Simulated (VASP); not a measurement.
# Nb (Im-3m) in VASP: a series of runs

Nb is run at these levels: r2SCAN; tasks: single point.

Program: VASP 6.6.1. These are calculated values, not measurements. Logs are shortened: lines on timing, memory, paths and dates and some standing lists are left out, and cuts for length are marked.

## Step 1: The cell of the first run

The structure is cubic, space group Im-3m (No. 229). The conventional cell has a = 3.302 Å, b = 3.302 Å, c = 3.302 Å, α = 90.00°, β = 90.00°, γ = 90.00°. Nb (site symmetry m-3m) has 14 Nb at 2.86 to 3.30 Å within 3.8 Å.

## Step 2: Single point, r2SCAN

The input, POSCAR:

```
Nb
1.0
   -1.6511317439      1.6511317439      1.6511317439
    1.6511317439     -1.6511317439      1.6511317439
    1.6511317439      1.6511317439     -1.6511317439
Nb
1
Direct
    0.0000000000      0.0000000000      0.0000000000
```

The input, INCAR.step1:

```
SYSTEM = Nb
PREC = Accurate
ENCUT = 520
ISMEAR = -1
SIGMA = 0.1
LREAL = .False.
LASPH = .True.
NELM = 80
NBANDS = 12
GGA = PE
ALGO = Normal
EDIFF = 1E-4
LWAVE = .True.
LCHARG = .False.
```

The input, INCAR.step2:

```
SYSTEM = Nb
PREC = Accurate
ENCUT = 520
EDIFF = 1E-6
ISMEAR = -1
SIGMA = 0.1
LREAL = .False.
LASPH = .True.
NELM = 80
ALGO = Normal
ISIF = 2
LWAVE = .False.
LCHARG = .True.
METAGGA = R2SCAN
LMIXTAU = .True.
LELF = .True.
LVHAR = .True.
NBANDS = 12
ISTART = 1
```

The input, KPOINTS:

```
Automatic mesh
0
Gamma
  14 14 14
  0 0 0
```

Potentials or basis: VASP PAW PBE potentials, release 64 (Nb_sv).

On the command line:

```
> cat potpaw_PBE.64/Nb_sv/POTCAR > POTCAR
> cp INCAR.step1 INCAR
> mpirun -np 1 vasp_std > vasp.out
> cp INCAR.step2 INCAR
> mpirun -np 1 vasp_std > vasp.out
```

OUTCAR:

```text
SYSTEM = Nb
   PREC = Accurate
   ENCUT = 520
   EDIFF = 1E-6
   ISMEAR = -1
   LREAL = .False.
   LASPH = .True.
   NELM = 80
   ISIF = 2
   METAGGA = R2SCAN
   ISTART = 1

 ion  position               nearest neighbor table
   1  0.000  0.000  0.000-

  LATTYP: Found a body centered cubic cell.
 ALAT       =     3.3022634878

  Lattice vectors:

 A1 = (  -1.6511317439,   1.6511317439,   1.6511317439)
 A2 = (   1.6511317439,  -1.6511317439,   1.6511317439)
 A3 = (   1.6511317439,   1.6511317439,  -1.6511317439)

Analysis of symmetry for initial positions (statically):
=====================================================================
 Subroutine PRICEL returns:
 Original cell was already a primitive cell.

 Routine SETGRP: Setting up the symmetry group for a
 body centered cubic supercell.

 Subroutine GETGRP returns: Found 48 space group operations
 (whereof 48 operations were pure point group operations)
 out of a pool of 48 trial point group operations.

The static configuration has the point symmetry O_h .

Analysis of symmetry for dynamics (positions and initial velocities):
=====================================================================
 Subroutine PRICEL returns:
 Original cell was already a primitive cell.

 Routine SETGRP: Setting up the symmetry group for a
 body centered cubic supercell.

 Subroutine GETGRP returns: Found 48 space group operations
 (whereof 48 operations were pure point group operations)
 out of a pool of 48 trial point group operations.

The dynamic configuration has the point symmetry O_h .

 Subroutine INISYM returns: Found 48 space group operations
 (whereof 48 operations are pure point group operations),
 and found     1 'primitive' translations

----------------------------------------------------------------------------------------

                                     Primitive cell

  volume of cell :      18.0055

  direct lattice vectors                    reciprocal lattice vectors
    -1.651131744  1.651131744  1.651131744     0.000000000  0.302822595  0.302822595
     1.651131744 -1.651131744  1.651131744     0.302822595  0.000000000  0.302822595
     1.651131744  1.651131744 -1.651131744     0.302822595  0.302822595  0.000000000

  length of vectors
     2.859844070  2.859844070  2.859844070     0.428255821  0.428255821  0.428255821

  position of ions in fractional coordinates (direct lattice)
     0.000000000  0.000000000  0.000000000

  ion indices of the primitive-cell ions
   primitive index   ion index
                 1           1

----------------------------------------------------------------------------------------

 KPOINTS: Automatic mesh

Automatic generation of k-mesh.
 Grid dimensions read from file:
 generate k-points for:   14   14   14

 Generating k-lattice:

  Cartesian coordinates                     Fractional coordinates (reciprocal lattice)
     0.000000000  0.021630185  0.021630185     0.071428571  0.000000000  0.000000000
     0.021630185  0.000000000  0.021630185     0.000000000  0.071428571  0.000000000
     0.021630185  0.021630185  0.000000000     0.000000000  0.000000000  0.071428571

  Length of vectors
     0.030589702  0.030589702  0.030589702

  Shift w.r.t. Gamma in fractional coordinates (k-lattice)
     0.000000000  0.000000000  0.000000000

 Subroutine IBZKPT returns following result:
 ===========================================

 Found    104 irreducible k-points:

 Following reciprocal coordinates:
            Coordinates               Weight
  0.000000  0.000000  0.000000      1.000000
  0.071429  0.000000  0.000000     12.000000
  0.142857  0.000000  0.000000     12.000000
  0.214286  0.000000  0.000000     12.000000
  0.285714  0.000000  0.000000     12.000000
  0.357143  0.000000  0.000000     12.000000
[... 16 lines left out ...]
  0.285714  0.285714  0.000000     24.000000
  0.357143  0.285714  0.000000     24.000000
 [... further k-points ...]
   k-points           NKPTS =    104   k-points in BZ     NKDIM =    104   number of bands    NBANDS=     12
   number of dos      NEDOS =    301   number of ions     NIONS =      1
   total plane-waves  NPLWV =  13824
   dimension x,y,z NGX =    24 NGY =   24 NGZ =   24
   dimension x,y,z NGXF=    48 NGYF=   48 NGZF=   48
   ions per type =               1
   NGX,Y,Z   is equivalent  to a cutoff of  13.95, 13.95, 13.95 a.u.
   NGXF,Y,Z  is equivalent  to a cutoff of  27.90, 27.90, 27.90 a.u.
 SYSTEM =  Nb
   PREC   = accura    normal or accurate (medium, high low for compatibility)
   ISTART =      1    job   : 0-new  1-cont  2-samecut
   ICHARG =      0    charge: 1-file 2-atom 10-const
   ISPIN  =      1    spin polarized calculation?
   LNONCOLLINEAR =      F non collinear calculations
   LSORBIT =      F    spin-orbit coupling
   LASPH  =      T    aspherical Exc in radial PAW
   ENCUT  =  520.0 eV  38.22 Ry    6.18 a.u.   5.32  5.32  5.32*2*pi/ulx,y,z
   NELM   =     80;   NELMIN=  2; NELMDL=  0     # of ELM steps
   EDIFF  = 0.1E-05   stopping-criterion for ELM
   LREAL  =      F    real-space projection
   EDIFFG = 0.1E-04   stopping-criterion for IOM
   NSW    =      0    number of steps for IOM
   IBRION =     -1    ionic relax: 0-MD 1-quasi-New 2-CG
   NFREE  =      0    steps in history (QN), initial steepest desc. (CG)
   ISIF   =      2    stress and relaxation
   ISYM   =      2    0-nonsym 1-usesym 2-fastsym
   POTIM  = 0.5000    time-step for ionic-motion
   TEBEG  =    0.0;   TEEND  =   0.0 temperature during run
   PSTRESS=    0.0 pullay stress
   NELECT =      13.0000    total number of electrons
   NUPDOWN=      -1.0000    fix difference up-down
   EMIN   =  10.00;   EMAX   =-10.00  energy-range for DOS
   EFERMI =   0.00;   METHOD = LEGACY
   ISMEAR =    -1;   SIGMA  =   0.10  broadening in eV -4-tet -1-fermi 0-gaus
   EFERMI_NEDOS =   21; number of points for ismear=-14 and -15
   IALGO  =     38    algorithm
   IMIX   =      4    mixing-type and parameters
     AMIX     =   0.40;   BMIX     =  1.00
     AMIX_MAG =   1.60;   BMIX_MAG =  1.00
  volume/ion in A,a.u.               =      18.01       121.51
  Fermi-wavevector in a.u.,A,eV,Ry     =   1.468659  2.775363 29.347202  2.156958
  Thomas-Fermi vector in A             =   2.584130
   LORBIT       =      0    0 simple, 1 ext, 2 COOP (PROOUT), +10 PAW based schemes
   METAGGA = R2SCAN    functional components
   LHFCALC =     F    Hartree Fock is set to
   AEXX    =    0.0000 exact exchange contribution
   IVDW    =     0    specifies the selected vdW correction
   LEPSILON=     F    determine dielectric tensor
   LRPA    =     F    only Hartree local field effects (RPA)
 non-spin polarized calculation
  energy-cutoff  :      520.00
  volume of cell :       18.01
 maximum number of plane-waves:       496
 NGX is ok and might be reduce to    24
   NGX = 11   NGY = 11   NGZ = 11

 number of electron      13.0000000 magnetization

 Free energy of the ion-electron system (eV)
  ---------------------------------------------------
  ext. energy  EPLUGINS =         0.00000000
  ---------------------------------------------------
  free energy    TOTEN  =       -24.86433881 eV

  energy without entropy =      -24.81633379  energy(sigma->0) =      -24.84033630

 E-fermi :  11.1594     XC(G=0): -13.6291

 val. band max:       11.1589807786   @ k =   0.2857   0.0714   0.0000
 cond. band min:      11.1602087347   @ k =   0.3571   0.2143   0.0714
 fundamental gap:      0.0012279560
 Fermi energy:        11.1594272635

 k-point     1 :       0.0000    0.0000    0.0000
  band No.  band energies     occupation
      1     -45.0157      2.00000
      2     -19.5540      2.00000
      3     -19.5539      2.00000
      4     -19.5539      2.00000
      5       4.8533      2.00000
      6      11.5843      0.02815
      7      11.5843      0.02815
      8      11.5843      0.02815
      9      14.7078      0.00000
     10      14.7078      0.00000
     11      26.0201      0.00000
     12      26.0201      0.00000

 k-point     2 :       0.0714    0.0000    0.0000
  band No.  band energies     occupation
      1     -45.0027      2.00000
      2     -19.6315      2.00000
      3     -19.5772      2.00000
      4     -19.5546      2.00000
      5       5.0737      2.00000
      6      11.4462      0.10754
      7      11.5470      0.04063
      8      11.7939      0.00351
      9      14.4982      0.00000
     10      14.7066      0.00000
     11      26.1988      0.00000
     12      26.4032      0.00000

 k-point     3 :       0.1429    0.0000    0.0000
  band No.  band energies     occupation
      1     -44.9660      2.00000
      2     -19.8452      2.00000
      3     -19.6418      2.00000
      4     -19.5565      2.00000
      5       5.6860      2.00000
      6      11.0838      1.36099
      7      11.3803      0.19799
      8      12.4097      0.00001
      9      14.1460      0.00000
     10      14.7218      0.00000
     11      26.5588      0.00000
     12      27.4947      0.00000
[... 286 lines left out ...]
 k-point    23 :       0.2857    0.2857    0.0000
  band No.  band energies     occupation
      1     -44.7227      2.00000
      2     -20.7200      2.00000
      3     -20.3338      2.00000
      4     -19.7258      2.00000
      5       8.7492      2.00000
      6       9.7582      2.00000
      7      10.7135      1.97712
      8      14.6454      0.00000
      9      15.4795      0.00000
     10      20.5190      0.00000
     11      22.6743      0.00000
     12      24.5360      0.00000

 k-point    24 :       0.3571    0.2857    0.0000
  band No.  band energies     occupation
      1     -44.7142      2.00000
      2     -20.6652      2.00000
      3     -20.4419      2.00000
      4     -19.7332      2.00000
      5       8.8044      2.00000
      6       9.9133      1.99999
      7      10.5668      1.99468
      8      14.8891      0.00000
      9      15.3913      0.00000
     10      21.6877      0.00000
     11      22.0764      0.00000
     12      23.5950      0.00000

 [... further k-points ...]

------------------------ aborting loop because EDIFF is reached ----------------------------------------

  FORCE on cell =-STRESS in cart. coord.  units (eV):
  Direction    XX          YY          ZZ          XY          YZ          ZX
  --------------------------------------------------------------------------------------
  -------------------------------------------------------------------------------------
  Total        0.0562973      0.0562973      0.0562973      0.0000000      0.0000000      0.0000000
  in kB        5.0094834      5.0094834      5.0094834      0.0000000      0.0000000      0.0000000
  external PRESSURE =       5.0094834 kB  Pullay stress =       0.0000000 kB

 VOLUME and BASIS-vectors are now :
 -----------------------------------------------------------------------------
  energy-cutoff  :      520.00
  volume of cell :       18.01
      direct lattice vectors                 reciprocal lattice vectors
    -1.651131744  1.651131744  1.651131744     0.000000000  0.302822595  0.302822595
     1.651131744 -1.651131744  1.651131744     0.302822595  0.000000000  0.302822595
     1.651131744  1.651131744 -1.651131744     0.302822595  0.302822595  0.000000000

 POSITION                                       TOTAL-FORCE (eV/Angst)
 -----------------------------------------------------------------------------------
      0.00000      0.00000      0.00000        -0.000000      0.000000      0.000000
 -----------------------------------------------------------------------------------
    total drift:                               -0.000000      0.000000      0.000000

  FREE ENERGIE OF THE ION-ELECTRON SYSTEM (eV)
  ---------------------------------------------------
  free  energy   TOTEN  =       -24.8643388125 eV

  energy  without entropy=      -24.8163337923  energy(sigma->0) =      -24.84033630
```

It took 2.2 min on 1 thread of AMD EPYC 7R13, shared host; peak memory 0.13 GiB.

What came out:

| Quantity | Value |
| --- | --- |
| Free energy | -24.8643 eV |
| Pressure | 0.5 GPa |

Levels at points of the mesh, in eV from the Fermi level:
```tsv
k point	band 2	band 3	band 4	band 5	band 6	band 7	band 8	band 9	band 10	band 11
(0.00, 0.00, 0.00)	-30.71	-30.71	-30.71	-6.31	0.42	0.42	0.42	3.55	3.55	14.86
(0.50, 0.00, 0.00)	-32.16	-31.17	-30.73	-3.92	-1.73	2.24	3.56	4.29	6.64	12.14
(0.50, 0.50, 0.50)	-31.70	-31.70	-31.70	-3.91	-3.91	5.85	5.85	5.85	9.51	9.51
```

Caveat: the PAW data sets were made with another functional, which shifts forces and pressure a little.

[end of part 1 of 2]
